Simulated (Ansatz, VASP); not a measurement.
## Two plane-wave programs on AlNi3

```
Ni Al
1.0
     0.00000    2.80189    2.80189
     2.80189    0.00000    2.80189
     2.80189    2.80189    0.00000
Ni Al
3 1
Direct
  0.75000 0.75000 0.75000
  0.00000 0.00000 0.00000
  0.25000 0.25000 0.25000
  0.50000 0.50000 0.50000
```

Alike in both runs: task single point; functional PBEsol; k mesh 7 × 7 × 7; occupations fermi-dirac, width 0.05 eV; collinear spin; fixed moment 0.8 μB.

|  | VASP | Ansatz |
| --- | --- | --- |
| version | VASP 6.6.1 | Ansatz 0.2.0 |
| potentials or method | VASP PAW PBE potentials, release 64 (Ni_sv_GW, Al) | Ansatz PAW |
| plane-wave cutoff (eV) | 590 | 420 |
| valence electrons in the cell | 57 | 57 |

```tsv
	VASP	Ansatz	Ansatz less VASP
pressure (GPa)	-3.0	-0.2	+2.89
net moment per atom (μB)	0.20	0.20	0.000
```

VASP's potentials were made for PBE, not for PBEsol. The functional is the same, so the differences come from potentials, cutoffs and numerics.
